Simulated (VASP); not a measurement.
Wanted: the native input for a VASP 6.6.1 run.

- Task: relaxation of cell and atoms
- Functional: PBEsol
- Potentials or basis: VASP PAW PBE potentials, release 64 (Se)
- Cutoff: 600 eV
- k mesh: 22 × 22 × 22
- Occupations: gaussian, width 0.1 eV
- Spin: no spin polarisation
- Target pressure: 185 GPa
- Dipole correction: no
- Further INCAR settings: ALGO = Normal; EDIFF = 1e-06; IBRION = 2; EDIFFG = -0.002; NSW = 100; ISIF = 3

The structure of Se lies in POSCAR:

```
Se
1.0
   -1.3875131077      1.3875131077      1.3875131077
    1.3875131077     -1.3875131077      1.3875131077
    1.3875131077      1.3875131077     -1.3875131077
Se
1
Direct
    0.0000000000      0.0000000000      0.0000000000
```

This isn't the form of Se at room conditions, which is trigonal, of chains.

The input as run:

INCAR

```
PREC     = Accurate       # precision mode
ENCUT    = 600            # plane-wave cutoff, eV
EDIFF    = 1E-6           # SCF threshold, eV
ISMEAR   = 0              # smearing method
SIGMA    = 0.1            # smearing width, eV
LREAL    = False          # projectors in reciprocal space
LASPH    = True           # aspherical terms in the spheres
NELM     = 100            # most SCF steps
ALGO     = Normal         # electronic algorithm
ISIF     = 3              # what is computed and relaxed
LWAVE    = False          # write WAVECAR
LCHARG   = False          # write CHGCAR
GGA      = PS             # functional
IBRION   = 2              # ionic algorithm
NSW      = 100            # ionic steps
EDIFFG   = -0.002         # ionic threshold
PSTRESS  = 1850.0
```

KPOINTS

```
regular mesh
0
Gamma
  22 22 22
```

Potentials or basis: VASP PAW PBE potentials, release 64 (Se).

Command:

```console
$ cat potpaw_PBE.64/Se/POTCAR > POTCAR
$ mpirun -np 1 vasp_std > vasp.out
```

Results of the run:

```json
{"Relaxed volume": "10.74 Å³/atom", "Relaxed cell": "a = 2.407 Å, b = 2.407 Å, c = 2.407 Å, α = 109.47°, β = 109.47°, γ = 109.47°", "Space group after relaxing (to 0.1 Å)": "Im-3m (No. 229)", "Energy change on relaxing (the run minimises the enthalpy)": "-58.4 meV/atom", "Ionic steps": "3", "Pressure after relaxing": "185.0 GPa", "Band gap on the k mesh": "zero (bands 3 and 4 overlap by 15.76 eV)"}
```

Caveat: the cell is relaxed towards a set pressure, so the run minimises the enthalpy, not the energy; the PAW data sets were made with another functional, which shifts forces and pressure a little.

Wall time 16 s on 1 thread of Intel(R) Xeon(R) 6975P-C (Granite Rapids), with other jobs on the host, peak memory 0.15 GiB.
